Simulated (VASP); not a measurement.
# Mo (I4/mmm) in VASP: a series of runs, part 2 of 2

VASP 6.6.1. The steps go on from the part before.

## 4. Single point, PBE (strain +0.080 along x and y, -0.040 along z)

INCAR

```
SYSTEM = Mo
PREC     = Accurate       ! precision mode
ENCUT    = 520            ! plane-wave cutoff, eV
EDIFF    = 1E-6           ! SCF threshold, eV
ISMEAR   = 0              ! smearing method
SIGMA    = 0.15           ! smearing width, eV
LREAL    = .FALSE.        ! projectors in reciprocal space
LASPH    = .TRUE.         ! aspherical terms in the spheres
NELM     = 100            ! most SCF steps
ALGO     = Fast           ! electronic algorithm
ISIF     = 2              ! what is computed and relaxed
LWAVE    = .FALSE.        ! write WAVECAR
LCHARG   = .FALSE.        ! write CHGCAR
GGA      = PE             ! functional
NBANDS   = 13             ! bands
```

KPOINTS

```
Automatic mesh
0
G
  20 20 20
  0 0 0
```

POSCAR

```
Mo
1.0
    0.0000000000      2.1762000000      1.9344000000
    2.1762000000      0.0000000000      1.9344000000
    2.1762000000      2.1762000000      0.0000000000
Mo
1
Direct
    0.0000000000      0.0000000000      0.0000000000
```

Potentials or basis: VASP PAW PBE potentials, release 64 (Mo_sv).

On the command line:

```console
cat potpaw_PBE.64/Mo_sv/POTCAR > POTCAR
mpirun -np 1 vasp_std > vasp.out
```

OUTCAR:

```text
SYSTEM = Mo
   PREC = Accurate
   ENCUT = 520
   EDIFF = 1E-6
   ISMEAR = 0
   LREAL = .FALSE.
   LASPH = .TRUE.
   NELM = 100
   ISIF = 2
   GGA = PE

 ion  position               nearest neighbor table
   1  0.000  0.000  0.000-

  LATTYP: Found a body centered tetragonal cell.
 ALAT       =     3.0776115544
 C/A-ratio  =     1.2570787221

  Lattice vectors:

 A1 = (   0.0000000000,  -2.1762000000,  -1.9344000000)
 A2 = (   0.0000000000,   2.1762000000,  -1.9344000000)
 A3 = (   2.1762000000,   0.0000000000,   1.9344000000)

Analysis of symmetry for initial positions (statically):
=====================================================================
 Subroutine PRICEL returns:
 Original cell was already a primitive cell.

 Routine SETGRP: Setting up the symmetry group for a
 body centered tetragonal supercell.

 Subroutine GETGRP returns: Found 16 space group operations
 (whereof 16 operations were pure point group operations)
 out of a pool of 16 trial point group operations.

The static configuration has the point symmetry D_4h.

Analysis of symmetry for dynamics (positions and initial velocities):
[... 171 lines left out ...]
      4     -24.5754      2.00000
      5       3.5473      2.00000
      6       8.9649      2.00000
      7       8.9649      2.00000
      8      10.0888      0.58601
      9      10.6405      0.00000
     10      12.0242      0.00000
     11      23.0205      0.00000
     12      26.3851      0.00000
     13      26.3851      0.00000
[... 354 lines left out ...]
  band No.  band energies     occupation
      1     -50.9254      2.00000
      2     -25.2826      2.00000
      3     -24.7505      2.00000
      4     -24.6504      2.00000
      5       5.9124      2.00000
      6       8.7527      2.00000
      7       9.4417      2.00000
      8      10.0195      1.08619
      9      12.3598      0.00000
     10      12.6302      0.00000
     11      21.0517      0.00000
     12      23.4488      0.00000
     13      29.1725      0.00000

 [... further k-points ...]

------------------------ aborting loop because EDIFF is reached ----------------------------------------

  FORCE on cell =-STRESS in cart. coord.  units (eV):
  Direction    XX          YY          ZZ          XY          YZ          ZX
  --------------------------------------------------------------------------------------
  -------------------------------------------------------------------------------------
  Total       -2.1223995     -2.1223995     -4.1120041      0.0000000     -0.0000000      0.0000000
  in kB     -185.5939567   -185.5939567   -359.5756152      0.0000000     -0.0000000      0.0000000
  external PRESSURE =    -243.5878429 kB  Pullay stress =       0.0000000 kB

 VOLUME and BASIS-vectors are now :
 -----------------------------------------------------------------------------
  energy-cutoff  :      520.00
  volume of cell :       18.32
      direct lattice vectors                 reciprocal lattice vectors
     0.000000000  2.176200000  1.934400000    -0.229758294  0.229758294  0.258478081
     2.176200000  0.000000000  1.934400000     0.229758294 -0.229758294  0.258478081
     2.176200000  2.176200000  0.000000000     0.229758294  0.229758294 -0.258478081

 POSITION                                       TOTAL-FORCE (eV/Angst)
 -----------------------------------------------------------------------------------
      0.00000      0.00000      0.00000         0.000000      0.000000      0.000000
 -----------------------------------------------------------------------------------
    total drift:                                0.000000      0.000000     -0.000000

  FREE ENERGIE OF THE ION-ELECTRON SYSTEM (eV)
  ---------------------------------------------------
  free  energy   TOTEN  =       -10.4184398033 eV

  energy  without entropy=      -10.4027925317  energy(sigma->0) =      -10.41061617
```

OSZICAR:

```text
N       E                     dE             d eps       ncg     rms          rms(c)
DAV:   1     0.918840459226E+02    0.91884E+02   -0.79992E+03 16775   0.109E+03
DAV:   2    -0.997602705572E+01   -0.10186E+03   -0.98336E+02 19166   0.305E+02
DAV:   3    -0.111777164642E+02   -0.12017E+01   -0.11975E+01 18676   0.330E+01
DAV:   4    -0.111807208268E+02   -0.30044E-02   -0.30043E-02 18576   0.200E+00
DAV:   5    -0.111807428539E+02   -0.22027E-04   -0.22025E-04 18876   0.153E-01    0.101E+01
RMM:   6    -0.104895390395E+02    0.69120E+00   -0.91467E-01 16670   0.859E+00    0.238E+00
RMM:   7    -0.104216850323E+02    0.67854E-01   -0.19562E-01 17053   0.384E+00    0.119E+00
RMM:   8    -0.104188740777E+02    0.28110E-02   -0.12544E-02 18340   0.122E+00    0.174E-01
RMM:   9    -0.104184516102E+02    0.42247E-03   -0.12940E-03 18675   0.364E-01    0.374E-02
RMM:  10    -0.104184412236E+02    0.10387E-04   -0.23288E-04 19010   0.158E-01    0.357E-02
RMM:  11    -0.104184404339E+02    0.78962E-06   -0.27120E-05 18787   0.640E-02    0.303E-03
RMM:  12    -0.104184398033E+02    0.63067E-06   -0.42558E-06 16428   0.260E-02
   1 F= -.10418440E+02 E0= -.10410616E+02  d E =-.156473E-01
```

Run time: 40 s. Hardware: 1 thread of Intel Xeon 6975P-C (Granite Rapids), shared host; peak memory 0.25 GiB.

Results:

| Property | Result |
| --- | --- |
| Free energy | -10.4184 eV |
| Pressure | -24.4 GPa |
| Band gap on the k mesh | zero (band 7 reaches 13.07 eV, above the bottom of band 8 at 9.37 eV) |

Stress tensor (GPa, compression positive):
```
-18.56   0.00   0.00
  0.00 -18.56   0.00
  0.00   0.00 -35.96
```

Levels at points of the mesh, in eV from the Fermi level:
```tsv
k point	band 3	band 4	band 5	band 6	band 7	band 8	band 9	band 10	band 11	band 12
(0.00, 0.00, 0.00)	-34.64	-34.61	-6.48	-1.07	-1.07	0.06	0.61	1.99	12.99	16.35
(0.50, 0.00, 0.00)	-34.82	-34.66	-4.20	-1.55	-0.16	1.03	2.69	3.45	9.13	12.29
(0.50, 0.50, 0.00)	-35.05	-35.05	-4.31	-3.88	3.04	3.57	3.57	4.65	10.13	10.13
(0.50, 0.00, 0.50)	-34.94	-34.80	-4.32	-3.57	2.47	2.88	2.98	3.95	11.08	11.23
```

Caveat: the cell differs from its parent crystal (strain +0.080 along x and y, -0.040 along z).

## 5. The runs side by side

```tsv
cell	gap on the mesh (eV)	pressure (GPa)
a = 2.852, b = 2.852, c = 2.964 Å, angles 58.7, 58.7, 62.6°, 1 atom	none	-12.0
a = 2.859, b = 2.859, c = 3.078 Å, angles 57.4, 57.4, 65.1°, 1 atom	none	-18.7
a = 2.912, b = 2.912, c = 3.078 Å, angles 58.1, 58.1, 63.8°, 1 atom	none	-24.4
```

Alike in all rows: task single point; level PBE; potentials or basis VASP PAW PBE potentials, release 64 (Mo_sv); no spin polarisation; k mesh 20 × 20 × 20; cutoff (eV) 520; smearing gaussian 0.15 eV.

Absolute energies hang on the potentials; compare differences alone.
